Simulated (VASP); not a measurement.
Here is a VASP 6.6.1 calculation.

Contents of POSCAR:

```
Ge
1.0
    2.8377577931      2.8377577931      0.0000000000
   -2.8377577931      2.8377577931      0.0000000000
    0.0000000000      2.8377577931      2.8377577931
Ge
2
Direct
    0.5000000000      0.5000000000      0.0000000000
    0.7500000000      0.2500000000      0.5000000000
```

INCAR.step1

```
  ALGO = Normal
  EDIFF = 1E-4
  ENCUT = 520
  GGA = PE
  ISMEAR = 0
  LASPH = True
  LCHARG = False
  LREAL = False
  LWAVE = True
  NBANDS = 21
  NELM = 80
  PREC = Accurate
  SIGMA = 0.01
```

File INCAR.step2:

```
  ALGO = Normal
  EDIFF = 1E-7
  ENCUT = 520
  ISIF = 2
  ISMEAR = 0
  ISTART = 1
  LASPH = True
  LCHARG = False
  LMIXTAU = True
  LREAL = False
  LWAVE = False
  METAGGA = R2SCAN
  NBANDS = 21
  NELM = 80
  PREC = Accurate
  SIGMA = 0.01
```

File KPOINTS:

```
k-points
0
Gamma
  12 12 12
```

Potentials or basis: VASP PAW PBE potentials, release 64 (Ge_d).

Run with:

```console
$ cat potpaw_PBE.64/Ge_d/POTCAR > POTCAR
$ cp INCAR.step1 INCAR
$ mpirun -np 1 vasp_std > vasp.out
$ cp INCAR.step2 INCAR
$ mpirun -np 1 vasp_std > vasp.out
```

Estimate the band gap on the k mesh.

0.31 eV, direct.

Predict the pressure.

0.0 GPa.

Caveat: the PAW data sets were made with another functional, which shifts forces and pressure a little. A k mesh can miss the band edges.
